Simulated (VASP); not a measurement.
AlC2N2: single point with PBE

Crystal: AlC2N2.

```
CELL_PARAMETERS angstrom
3.53208 -3.73240 0.00000
3.53208 3.73240 0.00000
0.00000 0.00000 7.15680
ATOMIC_POSITIONS crystal
Al 0.00000 0.00000 0.00000
Al 0.50000 0.50000 0.50000
C 0.19717 0.19717 0.80356
C 0.80283 0.80283 0.19644
C 0.19717 0.19717 0.19644
C 0.80283 0.80283 0.80356
N 0.31289 0.31289 0.68461
N 0.68711 0.68711 0.31539
N 0.31289 0.31289 0.31539
N 0.68711 0.68711 0.68461
```

```yaml
Program: VASP 6.6.1
Task: single point
Functional: PBE
Potentials_or_basis: VASP PAW PBE potentials, release 64 (Al, C, N)
Cutoff: 520 eV
k_mesh: 4 × 4 × 4
Occupations: gaussian, width 0.1 eV
Spin: collinear spin, ferromagnetic start
Starting_moments: "[0.0, 0.0, 1.0, 1.0, 1.0, 1.0, 1.0, 1.0, 1.0, 1.0] μB"
```

- Pressure: 0.4 GPa
- Largest force: 0.333 eV/Å
- Band gap on the k mesh: zero (filled and empty bands overlap)
- Net moment: 0.00 μB per cell
- Valence electrons inside the program's atomic spheres: Al 0.78, 0.72; C 2.57; N 3.94

Forces on the atoms (eV/Å):
```
Al   0.000  0.000  0.000
Al   0.000  0.000  0.000
C   -0.234  0.000  0.237
C    0.234  0.000 -0.237
C   -0.234  0.000 -0.237
C    0.234  0.000  0.237
N    0.234  0.000 -0.236
N   -0.234  0.000  0.236
N    0.234  0.000  0.236
N   -0.234  0.000 -0.236
```

Stress tensor (GPa, compression positive):
```
0.37 0.00 0.00
0.00 0.32 0.00
0.00 0.00 0.43
```

Levels at points of the mesh, in eV from the Fermi level:
Spin up:
| k point | band 17 | band 18 | band 19 | band 20 | band 21 | band 22 | band 23 | band 24 | band 25 | band 26 |
| --- | --- | --- | --- | --- | --- | --- | --- | --- | --- | --- |
| (0.00, 0.00, 0.00) | -5.38 | -5.32 | -4.65 | -4.37 | -1.02 | -0.04 | 1.25 | 1.37 | 1.99 | 2.65 |
| (0.50, 0.00, 0.00) | -5.51 | -5.29 | -4.74 | -4.53 | -0.31 | 0.13 | 1.04 | 1.76 | 2.17 | 2.62 |
| (0.50, 0.50, 0.00) | -5.30 | -5.04 | -4.65 | -4.46 | -1.16 | 0.16 | 1.87 | 2.06 | 2.48 | 2.68 |
| (0.00, 0.00, 0.50) | -5.53 | -5.27 | -4.73 | -4.51 | -0.26 | -0.06 | 0.88 | 1.65 | 1.90 | 2.28 |
| (0.50, 0.00, 0.50) | -5.52 | -5.03 | -5.01 | -4.86 | -0.01 | 0.59 | 1.53 | 1.63 | 1.92 | 2.63 |
| (0.50, 0.50, 0.50) | -5.26 | -5.14 | -4.71 | -4.62 | -0.35 | 0.25 | 1.09 | 1.73 | 2.58 | 2.79 |
Spin down:
```
           k point  band 18  band 19  band 20  band 21  band 22  band 23  band 24  band 25
(0.00, 0.00, 0.00)    -5.32    -4.65    -4.37    -1.02    -0.04     1.25     1.37     1.99
(0.50, 0.00, 0.00)    -5.29    -4.74    -4.53    -0.31     0.13     1.04     1.76     2.17
(0.50, 0.50, 0.00)    -5.04    -4.65    -4.46    -1.16     0.16     1.87     2.06     2.48
(0.00, 0.00, 0.50)    -5.27    -4.73    -4.51    -0.26    -0.06     0.88     1.65     1.90
(0.50, 0.00, 0.50)    -5.03    -5.01    -4.86    -0.01     0.60     1.53     1.63     1.92
(0.50, 0.50, 0.50)    -5.14    -4.71    -4.62    -0.35     0.25     1.09     1.73     2.58
```

It took 5.8 min on 1 thread of AMD EPYC 7R43 64-Core Processor (Zen 3), with other jobs on the host, peak memory 0.41 GiB.
